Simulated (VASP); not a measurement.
Crystal: Mo.

```
CELL_PARAMETERS angstrom
2.87390 0.00000 0.00000
-1.43695 2.48887 0.00000
0.00000 0.00000 4.46434
ATOMIC_POSITIONS crystal
Mo 0.33333 0.66667 0.25000
Mo 0.66667 0.33333 0.75000
```

* Program: VASP 6.6.1
* Task: relaxation of cell and atoms
* Functional: PBE
* Potentials or basis: VASP PAW PBE potentials, release 64 (Mo_sv)
* Cutoff: 600 eV
* k mesh: 9 × 9 × 4
* Occupations: gaussian, width 0.1 eV
* Spin: no spin polarisation

At the start: pressure 0.8 GPa; volume 15.97 Å³/atom.

**Question.** Where does the relaxation end?

**Answer.** Over 12 steps the energy falls by 52.6 meV/atom and the volume is 16.11 Å³/atom (+0.9 %); space group P6_3/mmc (No. 194, to 0.05 Å).

Step by step:
```csv
step,energy change (eV),largest force (eV/Å),pressure (GPa),volume (Å³)
1,0.0000,0.0000,0.79,31.93
2,0.0004,0.0000,-1.94,32.30
3,-0.0006,0.0000,-0.42,32.09
4,-0.0023,0.0000,-0.70,32.12
5,-0.0080,0.0000,-1.32,32.19
6,-0.0471,0.0000,-1.54,32.31
7,-0.0941,0.0000,-0.93,32.42
8,-0.1034,0.0000,-1.56,32.39
9,-0.1043,0.0000,-1.47,32.40
10,-0.1032,0.0000,0.40,32.18
11,-0.1047,0.0000,-0.87,32.33
12,-0.1052,0.0000,-0.19,32.23
```

Final structure:
```
CELL_PARAMETERS angstrom
2.75629 0.00000 0.00000
-1.37814 2.38701 0.00000
0.00000 0.00000 4.89855
ATOMIC_POSITIONS crystal
Mo 0.33333 0.66667 0.25000
Mo 0.66667 0.33333 0.75000
```
